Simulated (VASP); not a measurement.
BiTe: single point with PBEsol

The system is BiTe.

```
Bi Te
1.0
     2.38363    1.37619    3.42697
    -2.38363    1.37619    3.42697
     0.00000   -2.75237    3.42697
Bi Te
1 1
Direct
  0.50000 0.50000 0.50000
  0.00000 0.00000 0.00000
```

This cell differs from its parent crystal: ratio of the length along z to the lengths across it x 1.05, volume and fractional coordinates fixed.

```
Program                : VASP 6.6.1
Task                   : single point
Functional             : PBEsol
Potentials or basis    : VASP PAW PBE potentials, release 64 (Bi_d, Te)
Cutoff                 : 520 eV
k mesh                 : 12 × 12 × 12
Occupations            : gaussian, width 0.15 eV
Spin                   : no spin polarisation
Dipole correction      : no
Further INCAR settings : ALGO = Normal; EDIFF = 1e-06; NBANDS = 18
```

```json
{"Pressure": "-2.1 GPa", "Band gap on the k mesh": "zero (an odd number of electrons rules out a gap without spin polarisation)"}
```

Stress tensor (GPa, compression positive):
```
-2.00  0.00  0.00
 0.00 -2.00  0.00
 0.00  0.00 -2.23
```

Levels at points of the mesh, in eV from the Fermi level:
```
           k point  band 7  band 8  band 9  band 10  band 11  band 12  band 13  band 14
(0.00, 0.00, 0.00)   -8.23   -2.85   -2.85    -1.83     1.92     2.37     2.37     4.16
(0.50, 0.00, 0.00)  -11.36   -1.90   -1.82    -1.23    -0.94    -0.66     0.02     6.89
(0.50, 0.50, 0.00)   -9.98   -5.67   -4.39    -3.54     2.25     3.26     3.63     4.74
(0.50, 0.50, 0.50)  -11.06   -2.25   -2.25    -2.09    -1.42    -1.13    -1.13     7.69
```

It took 3 min on 1 thread of Intel Xeon 8259CL (shared host), peak memory 0.38 GiB.

Caveat: the PAW data sets were made with another functional, which shifts forces and pressure a little; spin-orbit coupling is left out, which moves the levels of the heavy elements.
